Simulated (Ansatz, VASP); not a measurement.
# Two plane-wave programs on Cu

```
Cu
1.0
     4.09539    0.00000    0.00000
    -2.04770    3.54672    0.00000
     0.00000    0.00000    2.41149
Cu
3
Cartesian
  0.0000 0.0000 0.0000
  0.0000 2.3645 1.2057
  2.0477 1.1822 1.2057
```

Alike in both runs: task relaxation of cell and atoms; functional r2SCAN; k mesh 15 × 15 × 18; occupations gaussian, width 0.1 eV; no spin polarisation.

|  | VASP | Ansatz |
| --- | --- | --- |
| version | VASP 6.6.1 | Ansatz 0.2.0 |
| potentials or method | VASP PAW PBE potentials, release 64 (Cu), cutoff 660 eV | scalar-relativistic, plane waves, PAW |
| valence electrons in the cell | 33 | 57 |

|  | VASP | Ansatz | Ansatz less VASP |
| --- | --- | --- | --- |
| gap on the k mesh at the Fermi level, each at its own relaxed structure (eV) | none | none | - |
| relaxed volume (Å³/atom) | 11.69 | 11.64 | -0.052 |
| relaxed length of the cell vector where the two differ most in proportion (Å) | 2.441 | 2.437 | -0.0040 |

VASP's potentials were made for PBE, not for r2SCAN. A gap of «none» marks a metal or a gap that the smearing closes. VASP's potentials hold 33 valence electrons a cell and Ansatz's 57, so a difference there can come from the potentials and not from the codes.
